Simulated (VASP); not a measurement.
# Ca (Fm-3m) in VASP: notebook, part 2 of 2

VASP 6.6.1.

### 4 Single point, PBEsol (42.76 Å³/atom)

This run uses another cell than the first one, of 42.76 Å³/atom.

INCAR reads:

```
ALGO     = Normal         # electronic algorithm
EDIFF    = 1E-7           # SCF threshold, eV
ENCUT    = 520            # plane-wave cutoff, eV
GGA      = PS             # functional
ISIF     = 2              # what is computed and relaxed
ISMEAR   = -1             # smearing method
LASPH    = T              # aspherical terms in the spheres
LCHARG   = T              # write CHGCAR
LELF     = T              # ELF
LREAL    = F              # projectors in reciprocal space
LVHAR    = T            
LWAVE    = F              # write WAVECAR
NBANDS   = 11             # bands
NELM     = 100            # most SCF steps
PREC     = Accurate       # precision mode
SIGMA    = 0.05           # smearing width, eV
```

KPOINTS reads:

```
k-points
0
Gamma
  11 11 11
```

POSCAR reads:

```
Ca
1.0
    0.0000000000      2.7754464148      2.7754464148
    2.7754464148      0.0000000000      2.7754464148
    2.7754464148      2.7754464148      0.0000000000
Ca
1
Direct
    0.0000000000      0.0000000000      0.0000000000
```

Potentials or basis: VASP PAW PBE potentials, release 64 (Ca_sv).

The run is started by

```console
$ cat potpaw_PBE.64/Ca_sv/POTCAR > POTCAR
$ mpirun -np 1 vasp_std > vasp.out
```

OUTCAR:

```text
EDIFF = 1E-7
   ENCUT = 520
   GGA = PS
   ISIF = 2
   ISMEAR = -1
   LASPH = T
   LREAL = F
   NELM = 100
   PREC = Accurate

 ion  position               nearest neighbor table
   1  0.000  0.000  0.000-

  LATTYP: Found a face centered cubic cell.
 ALAT       =     5.5508928296

  Lattice vectors:

 A1 = (   0.0000000000,   2.7754464148,   2.7754464148)
 A2 = (   2.7754464148,   0.0000000000,   2.7754464148)
 A3 = (   2.7754464148,   2.7754464148,   0.0000000000)

[... 515 lines left out ...]
     11       9.2090      0.00000

 [... further k-points ...]

------------------------ aborting loop because EDIFF is reached ----------------------------------------

  FORCE on cell =-STRESS in cart. coord.  units (eV):
  Direction    XX          YY          ZZ          XY          YZ          ZX
  --------------------------------------------------------------------------------------
  -------------------------------------------------------------------------------------
  Total       -0.2304156     -0.2304156     -0.2304156      0.0000000      0.0000000     -0.0000000
  in kB       -8.6336380     -8.6336380     -8.6336380      0.0000000      0.0000000     -0.0000000
  external PRESSURE =      -8.6336380 kB  Pullay stress =       0.0000000 kB

 VOLUME and BASIS-vectors are now :
 -----------------------------------------------------------------------------
  energy-cutoff  :      520.00
  volume of cell :       42.76
      direct lattice vectors                 reciprocal lattice vectors
     0.000000000  2.775446415  2.775446415    -0.180151199  0.180151199  0.180151199
     2.775446415  0.000000000  2.775446415     0.180151199 -0.180151199  0.180151199
     2.775446415  2.775446415  0.000000000     0.180151199  0.180151199 -0.180151199

 POSITION                                       TOTAL-FORCE (eV/Angst)
 -----------------------------------------------------------------------------------
      0.00000      0.00000      0.00000         0.000000      0.000000      0.000000
 -----------------------------------------------------------------------------------
    total drift:                               -0.000000     -0.000000      0.000000

  FREE ENERGIE OF THE ION-ELECTRON SYSTEM (eV)
  ---------------------------------------------------
  free  energy   TOTEN  =        -2.1341738437 eV

  energy  without entropy=       -2.1230974365  energy(sigma->0) =       -2.12863564
```

Wall time 27 s (1 thread of Intel Xeon Platinum 8259CL at 2.50GHz (Skylake/Cascade Lake), shared host); peak memory 0.18 GiB.

What came out:

```yaml
Free_energy: -2.1342 eV
Pressure: -0.9 GPa
Band_gap_on_the_k_mesh: zero (bands 5 and 6 overlap by 0.28 eV)
```

Levels at points of the mesh, in eV from the Fermi level:
```tsv
k point	band 2	band 3	band 4	band 5	band 6	band 7	band 8	band 9
(0.00, 0.00, 0.00)	-22.86	-22.86	-22.86	-4.01	2.31	2.31	2.31	3.38
```

Caveat: the PAW data sets were made with another functional, which shifts forces and pressure a little.

### 5 Single point, PBEsol (43.20 Å³/atom)

This run uses another cell than the first one, of 43.20 Å³/atom.

INCAR reads:

```
SYSTEM = Ca
ALGO = Normal
EDIFF = 1E-6
ENCUT = 520
GGA = PS
ISIF = 2
ISMEAR = -1
LASPH = .TRUE.
LCHARG = .FALSE.
LREAL = .FALSE.
LWAVE = .FALSE.
NBANDS = 11
NELM = 60
PREC = Accurate
SIGMA = 0.05
```

KPOINTS reads:

```
k-points
0
G
  11 11 11
  0 0 0
```

POSCAR reads:

```
Ca
1.0
    0.0000000000      2.7848547797      2.7848547797
    2.7848547797      0.0000000000      2.7848547797
    2.7848547797      2.7848547797      0.0000000000
Ca
1
Direct
    0.0000000000      0.0000000000      0.0000000000
```

The run is started by

```console
$ cat potpaw_PBE.64/Ca_sv/POTCAR > POTCAR
$ mpirun -np 1 vasp_std > vasp.out
```

Wall time 24 s (1 thread of Intel Xeon Platinum 8259CL at 2.50GHz (Skylake/Cascade Lake), shared host); peak memory 0.18 GiB.

Results (log left out):

- Free energy: -2.1317 eV
- Pressure: -1.0 GPa
- Band gap on the k mesh: zero (bands 5 and 6 overlap by 0.29 eV)

Levels at points of the mesh, in eV from the Fermi level:
```tsv
k point	band 3	band 4	band 5	band 6	band 7	band 8
(0.00, 0.00, 0.00)	-22.89	-22.89	-3.99	2.30	2.30	2.30
```

Caveat: the PAW data sets were made with another functional, which shifts forces and pressure a little.

### 6 The runs side by side

```tsv
cell	gap on the mesh (eV)	pressure (GPa)
a = 3.871 Å, angles 60.0°, 1 atom	none	-0.2
a = 3.898 Å, angles 60.0°, 1 atom	none	-0.6
a = 3.925 Å, angles 60.0°, 1 atom	none	-0.9
a = 3.938 Å, angles 60.0°, 1 atom	none	-1.0
```

Alike in all rows: task single point; level PBEsol; potentials or basis VASP PAW PBE potentials, release 64 (Ca_sv); no spin polarisation; k mesh 11 × 11 × 11; cutoff (eV) 520; smearing fermi-dirac 0.05 eV.

Caveats: the PAW data sets were made with another functional, which shifts forces and pressure a little.

Total energies depend on the potentials used, so only differences within one code and one set of settings carry meaning.
